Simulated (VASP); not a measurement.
Runs of VASP 6.6.1 on ZnSe (Stilleite). The structure is that of space group F-43m (No. 216), or close to it. The cells are those of the table. 

| level | cell | smearing | gap on the mesh (eV) | pressure (GPa) |
| --- | --- | --- | --- | --- |
| r2SCAN | a = 4.057, b = 4.057, c = 4.006 Å, angles 60.4, 60.4, 59.2°, 2 atoms | gaussian 0.01 eV | 1.73 | -1.4 |
| r2SCAN | a = 4.006, b = 4.056, c = 4.056 Å, angles 59.2, 60.4, 60.4°, 2 atoms | gaussian 0.01 eV | 1.73 | -1.4 |
| PBE | a = 4.057, b = 4.057, c = 4.006 Å, angles 60.4, 60.4, 59.2°, 2 atoms | fermi-dirac 0.02 eV | 1.16 | (a) |
| PBE | a = 4.006, b = 4.056, c = 4.056 Å, angles 59.2, 60.4, 60.4°, 2 atoms | fermi-dirac 0.02 eV | 1.16 | 0.9 |

Alike in all rows: task single point; potentials or basis VASP PAW PBE potentials, release 64 (Zn, Se); no spin polarisation; k mesh 8 × 8 × 8; cutoff (eV) 520.

Question: Estimate the missing entries.

Answer: (a) 0.8.

Caveats: the PAW data sets were made with another functional, which shifts forces and pressure a little (some runs).

A k mesh can miss the band edges, and the runs leave out spin-orbit coupling on Se.
